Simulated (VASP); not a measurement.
# MgB2 (P6/mmm) in VASP: further runs, part 2 of 2

VASP 6.6.1.

## Step 3: Electric field gradients, r2SCAN

POSCAR

```
MgB2
1.0
    3.0850000000      0.0000000000      0.0000000000
   -1.5425000000      2.6716883707      0.0000000000
    0.0000000000      0.0000000000      3.5230000000
Mg B
1 2
Direct
    0.0000000000      0.0000000000      0.0000000000
    0.3333333333      0.6666666667      0.5000000000
    0.6666666667      0.3333333333      0.5000000000
```

INCAR.step1

```
PREC = Accurate ; ENCUT = 520
ISMEAR = -1 ; SIGMA = 0.05
LREAL = F ; LASPH = T
NELM = 100 ; NBANDS = 11
GGA = PE ; ALGO = Normal
EDIFF = 1E-4 ; LWAVE = T
LCHARG = F
```

INCAR.step2

```
PREC = Accurate ; ENCUT = 520
EDIFF = 1E-8 ; ISMEAR = -1
SIGMA = 0.05 ; LREAL = F
LASPH = T ; NELM = 100
ALGO = Normal ; ISIF = 2
LWAVE = F ; LCHARG = F
METAGGA = R2SCAN ; LMIXTAU = T
LEFG = T ; NBANDS = 11
ISTART = 1
```

KPOINTS

```
Automatic mesh
0
Gamma
  17 17 13
```

Potentials or basis: VASP PAW PBE potentials, release 64 (Mg, B).

Run with:

```console
> cat potpaw_PBE.64/Mg/POTCAR potpaw_PBE.64/B/POTCAR > POTCAR
> cp INCAR.step1 INCAR
> mpirun -np 1 vasp_std > vasp.out
> cp INCAR.step2 INCAR
> mpirun -np 1 vasp_std > vasp.out
```

OUTCAR:

```text
PREC = Accurate
   ENCUT = 520
   EDIFF = 1E-8
   ISMEAR = -1
   LREAL = F
   LASPH = T
   NELM = 100
   ISIF = 2
   METAGGA = R2SCAN
   ISTART = 1

 ion  position               nearest neighbor table
   1  0.000  0.000  0.000-   2 2.51   3 2.51   2 2.51   3 2.51   3 2.51   3 2.51   2 2.51   2 2.51
                             3 2.51   3 2.51   2 2.51   2 2.51
   2  0.333  0.667  0.500-   3 1.78   3 1.78   3 1.78   1 2.51   1 2.51   1 2.51   1 2.51   1 2.51
                             1 2.51
   3  0.667  0.333  0.500-   2 1.78   2 1.78   2 1.78   1 2.51   1 2.51   1 2.51   1 2.51   1 2.51
                             1 2.51

  LATTYP: Found a hexagonal cell.
 ALAT       =     3.0850000000
 C/A-ratio  =     1.1419773096

  Lattice vectors:

 A1 = (   3.0850000000,   0.0000000000,   0.0000000000)
 A2 = (  -1.5425000000,   2.6716883707,   0.0000000000)
 A3 = (   0.0000000000,   0.0000000000,   3.5230000000)

Analysis of symmetry for initial positions (statically):
=====================================================================
 Subroutine PRICEL returns:
 Original cell was already a primitive cell.

 Routine SETGRP: Setting up the symmetry group for a
 hexagonal supercell.

 Subroutine GETGRP returns: Found 24 space group operations
 (whereof 24 operations were pure point group operations)
 out of a pool of 24 trial point group operations.

The static configuration has the point symmetry D_6h.

Analysis of symmetry for dynamics (positions and initial velocities):
=====================================================================
 Subroutine PRICEL returns:
 Original cell was already a primitive cell.

 Routine SETGRP: Setting up the symmetry group for a
 hexagonal supercell.

 Subroutine GETGRP returns: Found 24 space group operations
 (whereof 24 operations were pure point group operations)
 out of a pool of 24 trial point group operations.

The dynamic configuration has the point symmetry D_6h.

 Subroutine INISYM returns: Found 24 space group operations
 (whereof 24 operations are pure point group operations),
 and found     1 'primitive' translations

----------------------------------------------------------------------------------------

                                     Primitive cell

  volume of cell :      29.0371

  direct lattice vectors                    reciprocal lattice vectors
     3.085000000  0.000000000  0.000000000     0.324149109  0.187147575  0.000000000
    -1.542500000  2.671688371  0.000000000     0.000000000  0.374295150  0.000000000
     0.000000000  0.000000000  3.523000000     0.000000000  0.000000000  0.283848992

  length of vectors
     3.085000000  3.085000000  3.523000000     0.374295150  0.374295150  0.283848992

  position of ions in fractional coordinates (direct lattice)
     0.000000000  0.000000000  0.000000000
     0.333333333  0.666666667  0.500000000
     0.666666667  0.333333333  0.500000000

  ion indices of the primitive-cell ions
   primitive index   ion index
                 1           1
                 2           2
                 3           3

[... 87 lines left out ...]
   EFERMI_NEDOS =   21; number of points for ismear=-14 and -15
   IALGO  =     38    algorithm
   IMIX   =      4    mixing-type and parameters
     AMIX     =   0.40;   BMIX     =  1.00
     AMIX_MAG =   1.60;   BMIX_MAG =  1.00
  volume/ion in A,a.u.               =       9.68        65.32
  Fermi-wavevector in a.u.,A,eV,Ry     =   1.065255  2.013040 15.439462  1.134768
  Thomas-Fermi vector in A             =   2.200801
   LORBIT       =      0    0 simple, 1 ext, 2 COOP (PROOUT), +10 PAW based schemes
   METAGGA = R2SCAN    functional components
   LHFCALC =     F    Hartree Fock is set to
   AEXX    =    0.0000 exact exchange contribution
   IVDW    =     0    specifies the selected vdW correction
   LEPSILON=     F    determine dielectric tensor
   LRPA    =     F    only Hartree local field effects (RPA)
 non-spin polarized calculation
  energy-cutoff  :      520.00
  volume of cell :       29.04
 maximum number of plane-waves:       796
 NGX is ok and might be reduce to    24
   NGX = 11   NGY = 11   NGZ = 13

 number of electron       8.0000000 magnetization

 Free energy of the ion-electron system (eV)
  ---------------------------------------------------
  ext. energy  EPLUGINS =         0.00000000
  ---------------------------------------------------
  free energy    TOTEN  =       -19.40295241 eV

  energy without entropy =      -19.39736878  energy(sigma->0) =      -19.40016059

 E-fermi :   5.2474     XC(G=0): -11.5283

 val. band max:        5.2473874080   @ k =   0.4118   0.1176   0.3077
 cond. band min:       5.2498191714   @ k =   0.1176  -0.0000   0.2308
 fundamental gap:      0.0024317634
 Fermi energy:         5.2473874671

 k-point     1 :       0.0000    0.0000    0.0000
  band No.  band energies     occupation
      1      -7.9460      2.00000
      2       2.1462      2.00000
      3       5.6543      0.00058
      4       5.6543      0.00058
      5       7.2471      0.00000
      6      11.8875      0.00000
      7      11.8875      0.00000
      8      13.7459      0.00000
      9      16.0650      0.00000
     10      19.0882      0.00000
     11      22.5378      0.00000
[... 309 lines left out ...]
 k-point    24 :       0.1765    0.1765    0.0000
  band No.  band energies     occupation
      1      -6.2578      2.00000
      2       1.1140      2.00000
      3       2.3312      2.00000
      4       3.7826      2.00000
      5       8.8904      0.00000
      6      11.5741      0.00000
      7      13.0488      0.00000
      8      13.1513      0.00000
      9      16.8957      0.00000
     10      17.6634      0.00000
     11      19.6886      0.00000

 [... further k-points ...]
[... 5 lines left out ...]
  --------------------------------------------------------------------------------------
  -------------------------------------------------------------------------------------
  Total       -0.5657242     -0.5657242     -0.3117624      0.0000000     -0.0000000      0.0000000
  in kB      -31.2148841    -31.2148841    -17.2020695      0.0000000     -0.0000000      0.0000000
  external PRESSURE =     -26.5439459 kB  Pullay stress =       0.0000000 kB

 VOLUME and BASIS-vectors are now :
 -----------------------------------------------------------------------------
  energy-cutoff  :      520.00
  volume of cell :       29.04
      direct lattice vectors                 reciprocal lattice vectors
     3.085000000  0.000000000  0.000000000     0.324149109  0.187147575  0.000000000
    -1.542500000  2.671688371  0.000000000     0.000000000  0.374295150  0.000000000
     0.000000000  0.000000000  3.523000000     0.000000000  0.000000000  0.283848992

 POSITION                                       TOTAL-FORCE (eV/Angst)
 -----------------------------------------------------------------------------------
      0.00000      0.00000      0.00000         0.000000      0.000000      0.000000
     -0.00000      1.78113      1.76150        -0.000000     -0.000000     -0.000000
      1.54250      0.89056      1.76150         0.000000      0.000000      0.000000
 -----------------------------------------------------------------------------------
    total drift:                                0.000000     -0.000000      0.000000

  FREE ENERGIE OF THE ION-ELECTRON SYSTEM (eV)
  ---------------------------------------------------
  free  energy   TOTEN  =       -19.4029524079 eV

  energy  without entropy=      -19.3973687785  energy(sigma->0) =      -19.40016059

 Electric field gradients (V/A^2)
---------------------------------------------------------------------
 ion       V_xx      V_yy      V_zz      V_xy      V_xz      V_yz
---------------------------------------------------------------------
   1       0.066     0.066    -0.131    -0.000    -0.000     0.000
   2      -9.469    -9.469    18.937    -0.000     0.000    -0.000
   3      -9.469    -9.469    18.937    -0.000     0.000    -0.000
---------------------------------------------------------------------

 Electric field gradients after diagonalization (V/A^2)
 (convention: |V_zz| > |V_xx| > |V_yy|)
----------------------------------------------------------------------
 ion       V_xx      V_yy      V_zz     asymmetry (V_yy - V_xx)/ V_zz
----------------------------------------------------------------------
   1       0.066     0.066    -0.131       0.000
   2      -9.469    -9.469    18.937       0.000
   3      -9.469    -9.469    18.937       0.000
----------------------------------------------------------------------

           NMR quadrupolar parameters

 Cq : quadrupolar parameter    Cq=e*Q*V_zz/h
 eta: asymmetry parameters     (V_yy - V_xx)/ V_zz
 Q  : nuclear electric quadrupole moment in mb (millibarn)
----------------------------------------------------------------------
 ion       Cq(MHz)       eta       Q (mb)
----------------------------------------------------------------------
   1      -0.000       0.000       1.000
   2       0.046       0.000       1.000
   3       0.046       0.000       1.000
----------------------------------------------------------------------
```

Run time: 4 min. Hardware: 1 thread of Intel Xeon 8259CL, shared host; peak memory 0.21 GiB.

Results:

```
Free energy                             : -19.4030 eV
Pressure                                : -2.7 GPa
Band gap on the k mesh                  : zero (bands 4 and 5 overlap by 3.23 eV)
Largest electric field gradient by atom : Mg -0.1; B +18.9 V/Å²
```

Levels at points of the mesh, in eV from the Fermi level:
```csv
k point,band 1,band 2,band 3,band 4,band 5,band 6,band 7,band 8,band 9
"(0.00, 0.00, 0.00)",-13.19,-3.10,0.41,0.41,2.00,6.64,6.64,8.50,10.82
```

Electric field gradients, principal values (V/Å²):
```
atom   least  middle  greatest (by size)
1 Mg   0.066   0.066              -0.131
 2 B  -9.469  -9.469              18.937
 3 B  -9.469  -9.469              18.937
```

Caveat: without QUAD_EFG the Cq values of the log hold for a quadrupole moment of 1 mb, not for the nuclei; the PAW data sets were made with another functional, which shifts forces and pressure a little.

The gap in the log of VASP goes by the Fermi energy; the results here count the filled bands.